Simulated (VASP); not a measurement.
# Ti2RuC3 (P-3m1) in VASP: a series of runs, part 3 of 3

VASP 6.6.1.

## 6. Single point, PBE, collinear spin, ferromagnetic start

Contents of INCAR:

```
SYSTEM = Ti2RuC3
PREC = Accurate ; ENCUT = 520
EDIFF = 1E-6 ; ISMEAR = 0
SIGMA = 0.1 ; LREAL = .False.
LASPH = .True. ; NELM = 150
ALGO = Normal ; ISIF = 2
LWAVE = .False. ; LCHARG = .False.
ISPIN = 2 ; MAGMOM = 1 1 1 0 0 0
LORBIT = 11 ; LMAXMIX = 4
GGA = PE ; NBANDS = 38
```

Contents of KPOINTS:

```
regular mesh
0
Gamma
  6 6 4
  0 0 0
```

Contents of POSCAR:

```
Ti2RuC3
1.0
    3.1090694734      0.0000000000      0.0000000000
   -1.5545347367      2.6925331461      0.0000000000
    0.0000000000      0.0000000000      7.2188374111
Ti Ru C
2 1 3
Direct
    0.3333333333      0.6666666667      0.6734250807
    0.6666666667      0.3333333333      0.3265749193
    0.0000000000      0.0000000000      0.0000000000
    0.0000000000      0.0000000000      0.5000000000
    0.3333333333      0.6666666667      0.1594374994
    0.6666666667      0.3333333333      0.8405625006
```

Potentials or basis: VASP PAW PBE potentials, release 64 (Ti_sv, Ru_pv, C).

Started as:

```console
> cat potpaw_PBE.64/Ti_sv/POTCAR potpaw_PBE.64/Ru_pv/POTCAR potpaw_PBE.64/C/POTCAR > POTCAR
> mpirun -np 1 vasp_std > vasp.out
```

OUTCAR:

```text
SYSTEM = Ti2RuC3
   PREC = Accurate
   ENCUT = 520
   EDIFF = 1E-6
   ISMEAR = 0
   LREAL = .False.
   LASPH = .True.
   NELM = 150
   ISIF = 2
   ISPIN = 2
   LORBIT = 11
   GGA = PE

 ion  position               nearest neighbor table
   1  0.333  0.667  0.673-   6 2.16   6 2.16   6 2.16   4 2.19   4 2.19   4 2.19   3 2.96   3 2.96
                             3 2.96
   2  0.667  0.333  0.327-   5 2.16   5 2.16   5 2.16   4 2.19   4 2.19   4 2.19   3 2.96   3 2.96
                             3 2.96
   3  0.000  0.000  0.000-   5 2.13   6 2.13   6 2.13   5 2.13   6 2.13   5 2.13   1 2.96   2 2.96
                             1 2.96   2 2.96   2 2.96   1 2.96
   4  0.000  0.000  0.500-   1 2.19   2 2.19   2 2.19   1 2.19   2 2.19   1 2.19
   5  0.333  0.667  0.159-   3 2.13   3 2.13   3 2.13   2 2.16   2 2.16   2 2.16
   6  0.667  0.333  0.841-   3 2.13   3 2.13   3 2.13   1 2.16   1 2.16   1 2.16

  LATTYP: Found a hexagonal cell.
 ALAT       =     3.1090694734
 C/A-ratio  =     2.3218642983

  Lattice vectors:

 A1 = (   3.1090694734,   0.0000000000,   0.0000000000)
 A2 = (  -1.5545347367,   2.6925331461,   0.0000000000)
 A3 = (   0.0000000000,   0.0000000000,   7.2188374111)

Analysis of symmetry for initial positions (statically):
=====================================================================
 Subroutine PRICEL returns:
 Original cell was already a primitive cell.

 Routine SETGRP: Setting up the symmetry group for a
 hexagonal supercell.

 Subroutine GETGRP returns: Found 12 space group operations
 (whereof 12 operations were pure point group operations)
 out of a pool of 24 trial point group operations.

The static configuration has the point symmetry D_3d.

Analysis of symmetry for dynamics (positions and initial velocities):
=====================================================================
 Subroutine PRICEL returns:
 Original cell was already a primitive cell.

 Routine SETGRP: Setting up the symmetry group for a
 hexagonal supercell.

 Subroutine GETGRP returns: Found 12 space group operations
[... 186 lines left out ...]
      1     -46.5343      1.00000
      2     -46.5016      1.00000
      3     -32.9298      1.00000
      4     -32.6999      1.00000
      5     -32.6999      1.00000
      6     -22.9885      1.00000
[... 949 lines left out ...]
     36      15.7363      0.00000
     37      15.7363      0.00000
 Fermi energy:        10.5926398330

 spin component 2

 k-point     1 :       0.0000    0.0000    0.0000
  band No.  band energies     occupation
      1     -46.5343      1.00000
      2     -46.5016      1.00000
      3     -32.9298      1.00000
      4     -32.6998      1.00000
      5     -32.6998      1.00000
      6     -22.9885      1.00000
[... 949 lines left out ...]
     36      15.7363      0.00000
     37      15.7363      0.00000
 [bands above 37 left out]

------------------------ aborting loop because EDIFF is reached ----------------------------------------

  FORCE on cell =-STRESS in cart. coord.  units (eV):
  Direction    XX          YY          ZZ          XY          YZ          ZX
  --------------------------------------------------------------------------------------
  -------------------------------------------------------------------------------------
  Total        0.0443250      0.0443250     -0.0831393     -0.0000000      0.0000000      0.0000000
  in kB        1.1751704      1.1751704     -2.2042354     -0.0000000      0.0000000      0.0000000
  external PRESSURE =       0.0487018 kB  Pullay stress =       0.0000000 kB

 VOLUME and BASIS-vectors are now :
 -----------------------------------------------------------------------------
  energy-cutoff  :      520.00
  volume of cell :       60.43
      direct lattice vectors                 reciprocal lattice vectors
     3.109069473  0.000000000  0.000000000     0.321639644  0.185698735  0.000000000
    -1.554534737  2.692533146  0.000000000     0.000000000  0.371397471  0.000000000
     0.000000000  0.000000000  7.218837411     0.000000000  0.000000000  0.138526461

 POSITION                                       TOTAL-FORCE (eV/Angst)
 -----------------------------------------------------------------------------------
     -0.00000      1.79502      4.86135        -0.000000     -0.000000     -0.048344
      1.55453      0.89751      2.35749         0.000000      0.000000      0.048344
      0.00000      0.00000      0.00000        -0.000000      0.000000      0.000000
      0.00000      0.00000      3.60942        -0.000000      0.000000      0.000000
     -0.00000      1.79502      1.15095        -0.000000      0.000000     -0.045596
      1.55453      0.89751      6.06788         0.000000     -0.000000      0.045596
 -----------------------------------------------------------------------------------
    total drift:                               -0.000000      0.000000      0.000000

  FREE ENERGIE OF THE ION-ELECTRON SYSTEM (eV)
  ---------------------------------------------------
  free  energy   TOTEN  =       -54.2120297956 eV

  energy  without entropy=      -54.1951594131  energy(sigma->0) =      -54.20359460

 total charge

# of ion       s       p       d       tot
------------------------------------------
    1        2.187   6.229   1.950  10.366
    2        2.187   6.229   1.950  10.366
    3        0.349   6.365   6.047  12.761
    4        0.888   1.496   0.000   2.384
    5        0.888   1.488   0.000   2.375
    6        0.888   1.488   0.000   2.375
--------------------------------------------------
tot          7.386  23.294   9.947  40.627

 magnetization (x)

# of ion       s       p       d       tot
------------------------------------------
    1        0.000  -0.000   0.000   0.000
    2        0.000  -0.000   0.000   0.000
    3        0.000   0.000   0.000   0.000
    4       -0.000  -0.000   0.000  -0.000
    5        0.000   0.000   0.000   0.000
    6        0.000   0.000   0.000   0.000
--------------------------------------------------
tot          0.000   0.000   0.000   0.000
```

Wall time 2.5 min (1 thread of Intel Xeon 8259CL, shared host); peak memory 0.25 GiB.

Results:

```yaml
Free_energy: -54.2120 eV
Pressure: 0.0 GPa
Largest_force: 0.048 eV/Å
Band_gap_on_the_k_mesh: zero (filled and empty bands overlap)
Net_moment: 0.00 μB per cell
Valence_electrons_inside_the_program's_atomic_spheres: Ti 10.37; Ru 12.76; C 2.38
```

Forces on the atoms (eV/Å):
```
Ti   0.000  0.000 -0.048
Ti   0.000  0.000  0.048
Ru   0.000  0.000  0.000
C    0.000  0.000  0.000
C    0.000  0.000 -0.046
C    0.000  0.000  0.046
```

Caveat: the k points lie up to 0.39 Å⁻¹ apart.

## 7. Overview

| task | spin | cell | k mesh | cutoff (eV) | smearing | gap on the mesh (eV) | pressure (GPa) | largest force (eV/Å) |
| --- | --- | --- | --- | --- | --- | --- | --- | --- |
| single point | off | a = 3.109, b = 3.109, c = 7.219 Å, angles 90.0, 90.0, 120.0°, 6 atoms, atomic positions A | 6 × 6 × 2 | 520 | gaussian 0.2 eV | none | 0.1 | 0.01 |
| single point | off | a = 3.108, b = 3.108, c = 7.220 Å, angles 90.0, 90.0, 120.0°, 6 atoms, atomic positions B | 12 × 12 × 4 | 520 | gaussian 0.1 eV | none | 0.2 | 0.01 |
| single point | off | a = 3.109, b = 3.109, c = 7.219 Å, angles 90.0, 90.0, 120.0°, 6 atoms, atomic positions B | 12 × 12 × 4 | 520 | gaussian 0.1 eV | none | 0.2 | 0.01 |
| relaxation of cell and atoms | off | relaxed from a = 3.190, b = 3.190, c = 7.846 Å, angles 90.0, 90.0, 120.0°, 6 atoms, atomic positions C | 6 × 6 × 2 | 600 | gaussian 0.2 eV | none | 0.0 | 0.03 |
| single point | collinear, ferromagnetic start | a = 3.109, b = 3.109, c = 7.219 Å, angles 90.0, 90.0, 120.0°, 6 atoms, atomic positions A | 6 × 6 × 4 | 520 | gaussian 0.1 eV | none | 0.0 | 0.05 |

Alike in all rows: level PBE; potentials or basis VASP PAW PBE potentials, release 64 (Ti_sv, Ru_pv, C).

Caveats: some runs use coarse meshes.

Absolute energies hang on the potentials; compare differences alone.
